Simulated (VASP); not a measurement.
Here is a VASP 6.6.1 calculation.

File INCAR:

```
SYSTEM = Ti3Se
PREC     = Accurate       ! precision mode
ENCUT    = 520            ! plane-wave cutoff, eV
EDIFF    = 1E-6           ! SCF threshold, eV
ISMEAR   = -1             ! smearing method
SIGMA    = 0.05           ! smearing width, eV
LREAL    = .FALSE.        ! projectors in reciprocal space
LASPH    = .TRUE.         ! aspherical terms in the spheres
NELM     = 80             ! most SCF steps
ALGO     = Normal         ! electronic algorithm
ISIF     = 2              ! what is computed and relaxed
LWAVE    = .FALSE.        ! write WAVECAR
LCHARG   = .FALSE.        ! write CHGCAR
GGA      = PE             ! functional
NBANDS   = 29             ! bands
```

The input KPOINTS:

```
Automatic mesh
0
G
  10 10 4
  0 0 0
```

File POSCAR:

```
Ti3Se
1.0
    3.1759855858      0.0000000000      0.0000000000
   -1.5879927929      2.7504841993      0.0000000000
    0.0000000000      0.0000000000      7.8894363804
Se Ti
1 3
Direct
    0.0000000000      0.0000000000      0.0000000000
    0.6666666667      0.3333333333      0.5000000000
    0.3333333333      0.6666666667      0.7729020000
    0.3333333333      0.6666666667      0.2270980000
```

Potentials or basis: VASP PAW PBE potentials, release 64 (Se, Ti_sv).

Command:

```sh
$ cat potpaw_PBE.64/Se/POTCAR potpaw_PBE.64/Ti_sv/POTCAR > POTCAR
$ mpirun -np 1 vasp_std > vasp.out
```

Predict the largest force.

0.108 eV/Å.

Estimate the band gap on the k mesh.

zero (bands 21 and 22 overlap by 0.57 eV).

Predict the pressure.

2.6 GPa.

Stress tensor (GPa, compression positive):
```
2.35 0.00 0.00
0.00 2.35 0.00
0.00 0.00 2.95
```
